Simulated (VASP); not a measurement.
The system is NaCl.

```
Na Cl
1.0
     2.86000    0.00000    0.00000
     0.00000    2.86000    0.00000
     0.00000    0.00000    2.86000
Na Cl
1 1
Cartesian
  0.0000 0.0000 0.0000
  1.4300 1.4300 1.4300
```

Base run:

```yaml
Program: VASP 6.6.1
Functional: PBEsol
Potentials_or_basis: VASP PAW PBE potentials, release 64 (Na_pv, Cl)
Cutoff: 520 eV
k_mesh: 7 × 7 × 7
Occupations: gaussian, width 0.01 eV
Spin: no spin polarisation
```

Its results: band gap on the k mesh 4.78 eV, direct; pressure 60.1 GPa.

Task: The run is repeated on the same cell with these changes: functional from PBEsol to RPBE. What comes out?

Result: Band gap on the k mesh 5.18 eV, direct; pressure 70.2 GPa.

RPBE binds less tightly than PBEsol, so the same cell stands under more pressure.

Caveats: the PAW data sets were made with another functional, which shifts forces and pressure a little.

A k mesh can miss the band edges.
